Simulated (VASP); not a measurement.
# AlNi (Pm-3m) in VASP: notebook

Runs on AlNi. Level: PBEsol. Tasks: single point.

All numbers are computed with VASP 6.6.1; they aren't measurements. Logs are shortened: lines on timing, memory, paths and dates and some standing lists are left out, and cuts for length are marked.

## 1. The cell of the first run

Symmetry: Pm-3m, No. 221, cubic system. The conventional cell has a = 2.862 Å, b = 2.862 Å, c = 2.862 Å, α = 90.00°, β = 90.00°, γ = 90.00°. Al (site symmetry m-3m) has 8 Ni at 2.48 Å and 6 Al at 2.86 Å within 3.3 Å. Ni (site symmetry m-3m) has 8 Al at 2.48 Å and 6 Ni at 2.86 Å within 3.3 Å.

## 2. Single point, PBEsol

INCAR

```
ALGO = Fast
EDIFF = 1E-6
ENCUT = 520
GGA = PS
ISIF = 2
ISMEAR = 0
LASPH = T
LCHARG = F
LREAL = F
LWAVE = F
NBANDS = 28
NELM = 100
PREC = Accurate
SIGMA = 0.15
```

KPOINTS

```
k-points
0
Gamma
  20 20 7
```

POSCAR

```
AlNi
1.0
    0.0000000000     -2.8621655562      0.0000000000
    0.0000000000      0.0000000000     -2.8621655562
    8.5864966686      0.0000000000      0.0000000000
Al Ni
3 3
Direct
    1.0000000000      0.0000000000      0.3333333333
    1.0000000000      0.0000000000      0.6666666667
    1.0000000000      0.0000000000      0.0000000000
    0.5000000000      0.5000000000      0.1666666667
    0.5000000000      0.5000000000      0.5000000000
    0.5000000000      0.5000000000      0.8333333333
```

Potentials or basis: VASP PAW PBE potentials, release 64 (Al, Ni).

Launch:

```bash
cat potpaw_PBE.64/Al/POTCAR potpaw_PBE.64/Ni/POTCAR > POTCAR
mpirun -np 1 vasp_std > vasp.out
```

OUTCAR:

```text
EDIFF = 1E-6
   ENCUT = 520
   GGA = PS
   ISIF = 2
   ISMEAR = 0
   LASPH = T
   LREAL = F
   NELM = 100
   PREC = Accurate

 ion  position               nearest neighbor table
   1  0.000  0.000  0.333-   4 2.48   4 2.48   4 2.48   4 2.48   5 2.48   5 2.48   5 2.48   5 2.48
                             3 2.86   2 2.86
   2  0.000  0.000  0.667-   6 2.48   6 2.48   6 2.48   6 2.48   5 2.48   5 2.48   5 2.48   5 2.48
                             3 2.86   1 2.86
   3  0.000  0.000  0.000-   4 2.48   6 2.48   4 2.48   6 2.48   4 2.48   6 2.48   4 2.48   6 2.48
                             1 2.86   2 2.86
   4  0.500  0.500  0.167-   1 2.48   1 2.48   1 2.48   1 2.48   3 2.48   3 2.48   3 2.48   3 2.48
                             5 2.86   6 2.86
   5  0.500  0.500  0.500-   1 2.48   2 2.48   1 2.48   2 2.48   1 2.48   2 2.48   1 2.48   2 2.48
                             4 2.86   6 2.86
   6  0.500  0.500  0.833-   2 2.48   2 2.48   2 2.48   2 2.48   3 2.48   3 2.48   3 2.48   3 2.48
                             5 2.86   4 2.86

  LATTYP: Found a simple tetragonal cell.
 ALAT       =     2.8621655562
 C/A-ratio  =     3.0000000000

  Lattice vectors:

 A1 = (   0.0000000000,  -2.8621655562,   0.0000000000)
 A2 = (   0.0000000000,   0.0000000000,  -2.8621655562)
 A3 = (   8.5864966686,   0.0000000000,   0.0000000000)

Analysis of symmetry for initial positions (statically):
=====================================================================
 Subroutine PRICEL returns following result:

  LATTYP: Found a simple cubic cell.
 ALAT       =     2.8621655562

  Lattice vectors:

 A1 = (   0.0000000000,  -2.8621655562,   0.0000000000)
 A2 = (   0.0000000000,   0.0000000000,  -2.8621655562)
 A3 = (   2.8621655559,   0.0000000000,   0.0000000000)

   3 primitive cells build up your supercell.

 Routine SETGRP: Setting up the symmetry group for a
 simple tetragonal supercell.

 Subroutine GETGRP returns: Found 16 space group operations
 (whereof 16 operations were pure point group operations)
 out of a pool of 16 trial point group operations.

The static configuration has the point symmetry D_4h.

Analysis of symmetry for dynamics (positions and initial velocities):
=====================================================================
 Subroutine PRICEL returns following result:

  LATTYP: Found a simple cubic cell.
 ALAT       =     2.8621655562

  Lattice vectors:

 A1 = (   0.0000000000,  -2.8621655562,   0.0000000000)
 A2 = (   0.0000000000,   0.0000000000,  -2.8621655562)
 A3 = (   2.8621655559,   0.0000000000,   0.0000000000)

   3 primitive cells build up your supercell.

 Routine SETGRP: Setting up the symmetry group for a
 simple tetragonal supercell.

 Subroutine GETGRP returns: Found 16 space group operations
 (whereof 16 operations were pure point group operations)
 out of a pool of 16 trial point group operations.

The dynamic configuration has the point symmetry D_4h.

 Subroutine INISYM returns: Found 16 space group operations
 (whereof 16 operations are pure point group operations),
 and found     3 'primitive' translations

----------------------------------------------------------------------------------------

                                     Primitive cell

  volume of cell :      23.4468

  direct lattice vectors                    reciprocal lattice vectors
     0.000000000 -2.862165556  0.000000000     0.000000000 -0.349385799  0.000000000
     0.000000000  0.000000000 -2.862165556     0.000000000  0.000000000 -0.349385799
     2.862165556  0.000000000  0.000000000     0.349385799  0.000000000  0.000000000

  length of vectors
     2.862165556  2.862165556  2.862165556     0.349385799  0.349385799  0.349385799

  position of ions in fractional coordinates (direct lattice)
     0.000000000  0.000000000  1.000000000
     0.500000000  0.500000000  0.500000000

  ion indices of the primitive-cell ions
   primitive index   ion index
                 1           1
                 2           4

----------------------------------------------------------------------------------------

 KPOINTS: k-points

Automatic generation of k-mesh.
 Grid dimensions read from file:
 generate k-points for:   20   20    7

 Generating k-lattice:

  Cartesian coordinates                     Fractional coordinates (reciprocal lattice)
     0.000000000 -0.017469290  0.000000000     0.050000000  0.000000000  0.000000000
     0.000000000  0.000000000 -0.017469290     0.000000000  0.050000000  0.000000000
     0.016637419  0.000000000  0.000000000     0.000000000  0.000000000  0.142857143

  Length of vectors
     0.017469290  0.017469290  0.016637419

  Shift w.r.t. Gamma in fractional coordinates (k-lattice)
     0.000000000  0.000000000  0.000000000

 Subroutine IBZKPT returns following result:
 ===========================================

 Found    264 irreducible k-points:

 Following reciprocal coordinates:
            Coordinates               Weight
  0.000000  0.000000  0.000000      1.000000
  0.050000  0.000000  0.000000      4.000000
  0.100000  0.000000  0.000000      4.000000
  0.150000  0.000000  0.000000      4.000000
  0.200000  0.000000  0.000000      4.000000
  0.250000  0.000000  0.000000      4.000000
[... 16 lines left out ...]
  0.150000  0.100000  0.000000      8.000000
  0.200000  0.100000  0.000000      8.000000
 [... further k-points ...]
   k-points           NKPTS =    264   k-points in BZ     NKDIM =    264   number of bands    NBANDS=     28
   number of dos      NEDOS =    301   number of ions     NIONS =      6
   total plane-waves  NPLWV =  36864
   dimension x,y,z NGX =    24 NGY =   24 NGZ =   64
   dimension x,y,z NGXF=    48 NGYF=   48 NGZF=  128
   ions per type =               3   3
   NGX,Y,Z   is equivalent  to a cutoff of  13.94, 13.94, 12.39 a.u.
   NGXF,Y,Z  is equivalent  to a cutoff of  27.88, 27.88, 24.78 a.u.
 SYSTEM =  unknown system
   PREC   = accura    normal or accurate (medium, high low for compatibility)
   ISTART =      0    job   : 0-new  1-cont  2-samecut
   ICHARG =      2    charge: 1-file 2-atom 10-const
   ISPIN  =      1    spin polarized calculation?
   LNONCOLLINEAR =      F non collinear calculations
   LSORBIT =      F    spin-orbit coupling
   LASPH  =      T    aspherical Exc in radial PAW
   ENCUT  =  520.0 eV  38.22 Ry    6.18 a.u.   5.32  5.32 15.97*2*pi/ulx,y,z
   NELM   =    100;   NELMIN=  2; NELMDL= -5     # of ELM steps
   EDIFF  = 0.1E-05   stopping-criterion for ELM
   LREAL  =      F    real-space projection
   EDIFFG = 0.1E-04   stopping-criterion for IOM
   NSW    =      0    number of steps for IOM
   IBRION =     -1    ionic relax: 0-MD 1-quasi-New 2-CG
   NFREE  =      0    steps in history (QN), initial steepest desc. (CG)
   ISIF   =      2    stress and relaxation
   ISYM   =      2    0-nonsym 1-usesym 2-fastsym
   POTIM  = 0.5000    time-step for ionic-motion
   TEBEG  =    0.0;   TEEND  =   0.0 temperature during run
   PSTRESS=    0.0 pullay stress
   NELECT =      39.0000    total number of electrons
   NUPDOWN=      -1.0000    fix difference up-down
   EMIN   =  10.00;   EMAX   =-10.00  energy-range for DOS
   EFERMI =   0.00;   METHOD = LEGACY
   ISMEAR =     0;   SIGMA  =   0.15  broadening in eV -4-tet -1-fermi 0-gaus
   EFERMI_NEDOS =   21; number of points for ismear=-14 and -15
   IALGO  =     68    algorithm
   IMIX   =      4    mixing-type and parameters
     AMIX     =   0.40;   BMIX     =  1.00
     AMIX_MAG =   1.60;   BMIX_MAG =  1.00
  volume/ion in A,a.u.               =      11.72        79.11
  Fermi-wavevector in a.u.,A,eV,Ry     =   1.344914  2.541519 24.610134  1.808794
  Thomas-Fermi vector in A             =   2.472869
   LORBIT       =      0    0 simple, 1 ext, 2 COOP (PROOUT), +10 PAW based schemes
   GGA     = PS    functional components
   LHFCALC =     F    Hartree Fock is set to
   AEXX    =    0.0000 exact exchange contribution
   IVDW    =     0    specifies the selected vdW correction
   LEPSILON=     F    determine dielectric tensor
   LRPA    =     F    only Hartree local field effects (RPA)
 non-spin polarized calculation
 RMM-DIIS sequential band-by-band and
 Gauss-broadening in eV      SIGMA  =   0.15
  energy-cutoff  :      520.00
  volume of cell :       70.34
 maximum number of plane-waves:      1920
 NGX is ok and might be reduce to    24

 number of electron      39.0000015 magnetization

 Free energy of the ion-electron system (eV)
  ---------------------------------------------------
  ext. energy  EPLUGINS =         0.00000000
  ---------------------------------------------------
  free energy    TOTEN  =       -34.77276149 eV

  energy without entropy =      -34.74585874  energy(sigma->0) =      -34.75931011

 E-fermi :  10.1599     XC(G=0): -12.2619

 val. band max:       10.1555794483   @ k =   0.3500   0.2500   0.0000
 cond. band min:      10.1608799447   @ k =   0.5000   0.5000   0.1429
 fundamental gap:      0.0053004964
 Fermi energy:        10.1599481959

 k-point     1 :       0.0000    0.0000    0.0000
  band No.  band energies     occupation
      1      -1.1172      2.00000
      2       0.9026      2.00000
      3       0.9026      2.00000
      4       5.6945      2.00000
      5       5.6945      2.00000
      6       6.8268      2.00000
[... 20 lines left out ...]
     27      18.1958      0.00000
     28      18.4451      0.00000

 k-point     2 :       0.0500    0.0000    0.0000
  band No.  band energies     occupation
      1      -1.0704      2.00000
      2       0.9460      2.00000
      3       0.9460      2.00000
      4       5.7192      2.00000
      5       5.7192      2.00000
      6       6.8245      2.00000
[... 20 lines left out ...]
     27      18.2047      0.00000
     28      18.3715      0.00000

 k-point     3 :       0.1000    0.0000    0.0000
  band No.  band energies     occupation
      1      -0.9305      2.00000
      2       1.0756      2.00000
      3       1.0756      2.00000
      4       5.7914      2.00000
      5       5.7914      2.00000
      6       6.8109      2.00000
[... 616 lines left out ...]
      3       1.4588      2.00000
      4       5.9969      2.00000
      5       5.9969      2.00000
      6       6.8152      2.00000
[... 20 lines left out ...]
     27      16.8575      0.00000
     28      19.2656      0.00000

 k-point    24 :       0.2000    0.1000    0.0000
  band No.  band energies     occupation
      1      -0.1939      2.00000
      2       1.7509      2.00000
      3       1.7509      2.00000
      4       6.1356      2.00000
      5       6.1356      2.00000
      6       6.7224      2.00000
[... 20 lines left out ...]
     27      17.0860      0.00000
     28      19.2478      0.00000

 [... further k-points ...]
[... 5 lines left out ...]
  --------------------------------------------------------------------------------------
  -------------------------------------------------------------------------------------
  Total        0.1459938      0.1710830      0.1710830      0.0000000      0.0000000      0.0000000
  in kB        3.3253659      3.8968335      3.8968335      0.0000000      0.0000000      0.0000000
  external PRESSURE =       3.7063443 kB  Pullay stress =       0.0000000 kB

 VOLUME and BASIS-vectors are now :
 -----------------------------------------------------------------------------
  energy-cutoff  :      520.00
  volume of cell :       70.34
      direct lattice vectors                 reciprocal lattice vectors
     0.000000000 -2.862165556  0.000000000     0.000000000 -0.349385799  0.000000000
     0.000000000  0.000000000 -2.862165556     0.000000000  0.000000000 -0.349385799
     8.586496669  0.000000000  0.000000000     0.116461933  0.000000000  0.000000000

 POSITION                                       TOTAL-FORCE (eV/Angst)
 -----------------------------------------------------------------------------------
      2.86217      0.00000      0.00000         0.000000      0.000000      0.000000
      5.72433      0.00000      0.00000         0.000000      0.000000      0.000000
      0.00000      0.00000      0.00000         0.000000      0.000000      0.000000
      1.43108     -1.43108     -1.43108        -0.000000     -0.000000     -0.000000
      4.29325     -1.43108     -1.43108         0.000000      0.000000      0.000000
      7.15541     -1.43108     -1.43108         0.000000      0.000000      0.000000
 -----------------------------------------------------------------------------------
    total drift:                                0.000000     -0.000000      0.000000

  FREE ENERGIE OF THE ION-ELECTRON SYSTEM (eV)
  ---------------------------------------------------
  free  energy   TOTEN  =       -34.7727614864 eV

  energy  without entropy=      -34.7458587370  energy(sigma->0) =      -34.75931011
```

Run time: 7.6 min. Hardware: 1 thread of Intel Xeon Platinum 8259CL at 2.50GHz (Skylake/Cascade Lake), shared host; peak memory 0.51 GiB.

Results:

```
Free energy : -34.7728 eV
Pressure    : 0.4 GPa
```

Caveat: the PAW data sets were made with another functional, which shifts forces and pressure a little. Spin polarisation is off, so any magnetic state and its effect on volume and gap are missing.

## 3. Single point, PBEsol, collinear spin, ferromagnetic start

This run uses another cell than the first one: it holds 2 atoms, not 6.

INCAR

```
SYSTEM = AlNi
ALGO = Normal
EDIFF = 1E-7
ENCUT = 520
GGA = PS
ISIF = 2
ISMEAR = 0
ISPIN = 2
LASPH = .True.
LCHARG = .False.
LMAXMIX = 4
LORBIT = 11
LREAL = .False.
LWAVE = .False.
MAGMOM = 3 1
NBANDS = 18
NELM = 150
PREC = Accurate
SIGMA = 0.1
```

KPOINTS

```
k-points
0
Gamma
  14 14 14
  0 0 0
```

POSCAR

```
AlNi
1.0
    2.8621655562      0.0000000000      0.0000000000
    0.0000000000      2.8621655562      0.0000000000
    0.0000000000      0.0000000000      2.8621655562
Al Ni
1 1
Direct
    0.0000000000      0.0000000000      0.0000000000
    0.5000000000      0.5000000000      0.5000000000
```

Potentials or basis: VASP PAW PBE potentials, release 64 (Al, Ni).

Launch:

```bash
cat potpaw_PBE.64/Al/POTCAR potpaw_PBE.64/Ni/POTCAR > POTCAR
mpirun -np 1 vasp_std > vasp.out
```

OUTCAR:

```text
SYSTEM = AlNi
   EDIFF = 1E-7
   ENCUT = 520
   GGA = PS
   ISIF = 2
   ISMEAR = 0
   ISPIN = 2
   LASPH = .True.
   LORBIT = 11
   LREAL = .False.
   NELM = 150
   PREC = Accurate

 ion  position               nearest neighbor table
   1  0.000  0.000  0.000-   2 2.48   2 2.48   2 2.48   2 2.48   2 2.48   2 2.48   2 2.48   2 2.48

   2  0.500  0.500  0.500-   1 2.48   1 2.48   1 2.48   1 2.48   1 2.48   1 2.48   1 2.48   1 2.48

  LATTYP: Found a simple cubic cell.
 ALAT       =     2.8621655562

  Lattice vectors:

 A1 = (   2.8621655562,   0.0000000000,   0.0000000000)
 A2 = (   0.0000000000,   2.8621655562,   0.0000000000)
 A3 = (   0.0000000000,   0.0000000000,   2.8621655562)

Analysis of symmetry for initial positions (statically):
=====================================================================
 Subroutine PRICEL returns:
 Original cell was already a primitive cell.

 Routine SETGRP: Setting up the symmetry group for a
 simple cubic supercell.

 Subroutine GETGRP returns: Found 48 space group operations
 (whereof 48 operations were pure point group operations)
[... 697 lines left out ...]

 k-point     1 :       0.0000    0.0000    0.0000
  band No.  band energies     occupation
      1      -1.1171      1.00000
      2       6.8265      1.00000
      3       6.8265      1.00000
      4       8.5759      1.00000
      5       8.5759      1.00000
      6       8.5759      1.00000
[... 493 lines left out ...]
     17      32.8067      0.00000
     18      34.9788      0.00000

 [... further k-points ...]
[... 5 lines left out ...]
  --------------------------------------------------------------------------------------
  -------------------------------------------------------------------------------------
  Total        0.0278409      0.0278409      0.0278409      0.0000000     -0.0000000      0.0000000
  in kB        1.9024365      1.9024365      1.9024365      0.0000000     -0.0000000      0.0000000
  external PRESSURE =       1.9024365 kB  Pullay stress =       0.0000000 kB

 VOLUME and BASIS-vectors are now :
 -----------------------------------------------------------------------------
  energy-cutoff  :      520.00
  volume of cell :       23.45
      direct lattice vectors                 reciprocal lattice vectors
     2.862165556  0.000000000  0.000000000     0.349385799  0.000000000  0.000000000
     0.000000000  2.862165556  0.000000000     0.000000000  0.349385799  0.000000000
     0.000000000  0.000000000  2.862165556     0.000000000  0.000000000  0.349385799

 POSITION                                       TOTAL-FORCE (eV/Angst)
 -----------------------------------------------------------------------------------
      0.00000      0.00000      0.00000         0.000000      0.000000      0.000000
      1.43108      1.43108      1.43108         0.000000      0.000000      0.000000
 -----------------------------------------------------------------------------------
    total drift:                                0.000000      0.000000     -0.000000

  FREE ENERGIE OF THE ION-ELECTRON SYSTEM (eV)
  ---------------------------------------------------
  free  energy   TOTEN  =       -11.5870810072 eV

  energy  without entropy=      -11.5820320350  energy(sigma->0) =      -11.58455652

 total charge

# of ion       s       p       d       tot
------------------------------------------
    1        0.385   0.421   0.000   0.806
    2        0.488   0.537   8.488   9.513
--------------------------------------------------
tot          0.873   0.958   8.488  10.319

 magnetization (x)

# of ion       s       p       d       tot
------------------------------------------
    1        0.000   0.000   0.000   0.000
    2       -0.000  -0.000  -0.000  -0.000
--------------------------------------------------
tot         -0.000   0.000  -0.000  -0.000
```

stdout:

```text
POSCAR found type information on POSCAR AlNi
 POSCAR found :  2 types and       2 ions
 scaLAPACK will be used
 -----------------------------------------------------------------------------
|                                                                             |
|                                                                             |
|     You enforced a specific xc type in the INCAR file but a different       |
|     I HOPE YOU KNOW WHAT YOU ARE DOING!                                     |
|                                                                             |
 -----------------------------------------------------------------------------

 LDA part: xc-table for (Slater+PW92), standard interpolation
 POSCAR, INCAR and KPOINTS ok, starting setup
 FFT: planning ... GRIDC
 FFT: planning ... GRID_SOFT
 FFT: planning ... GRID
 WAVECAR not read
 entering main loop
```

It used 100 s of CPU time on 1 thread of AMD EPYC 7R13 Processor (Zen 3), on a shared host.

Results:

| Item | Value |
| --- | --- |
| Free energy | -11.5871 eV |
| Pressure | 0.2 GPa |
| Net moment | 0.00 μB per cell |
| Valence electrons inside the program's atomic spheres | Al 0.81; Ni 9.51 |

Levels at points of the mesh, in eV from the Fermi level:
Spin up:
| k point | band 4 | band 5 | band 6 | band 7 | band 8 | band 9 | band 10 | band 11 |
| --- | --- | --- | --- | --- | --- | --- | --- | --- |
| (0.00, 0.00, 0.00) | -1.55 | -1.55 | -1.55 | 5.61 | 5.61 | 5.61 | 8.24 | 8.24 |
| (0.50, 0.00, 0.00) | -2.28 | -2.28 | -1.46 | -0.63 | 8.35 | 10.12 | 10.12 | 11.12 |
| (0.50, 0.50, 0.00) | -2.90 | -2.11 | -2.11 | -1.01 | 1.52 | 2.62 | 12.54 | 15.31 |
| (0.50, 0.50, 0.50) | -0.98 | -0.98 | 1.99 | 1.99 | 1.99 | 3.93 | 4.59 | 4.59 |
Spin down:
| k point | band 3 | band 4 | band 5 | band 6 | band 7 | band 8 | band 9 | band 10 | band 11 | band 12 |
| --- | --- | --- | --- | --- | --- | --- | --- | --- | --- | --- |
| (0.00, 0.00, 0.00) | -3.30 | -1.55 | -1.55 | -1.55 | 5.61 | 5.61 | 5.61 | 8.24 | 8.24 | 14.11 |
| (0.50, 0.00, 0.00) | -2.81 | -2.28 | -2.28 | -1.46 | -0.63 | 8.35 | 10.12 | 10.12 | 11.12 | 11.12 |
| (0.50, 0.50, 0.00) | -2.90 | -2.90 | -2.11 | -2.11 | -1.01 | 1.52 | 2.62 | 12.54 | 15.31 | 15.31 |
| (0.50, 0.50, 0.50) | -4.17 | -0.98 | -0.98 | 1.99 | 1.99 | 1.99 | 3.93 | 4.59 | 4.59 | 4.59 |

Caveat: the starting moments collapsed, and a magnetic state may lie lower; the PAW data sets were made with another functional, which shifts forces and pressure a little.
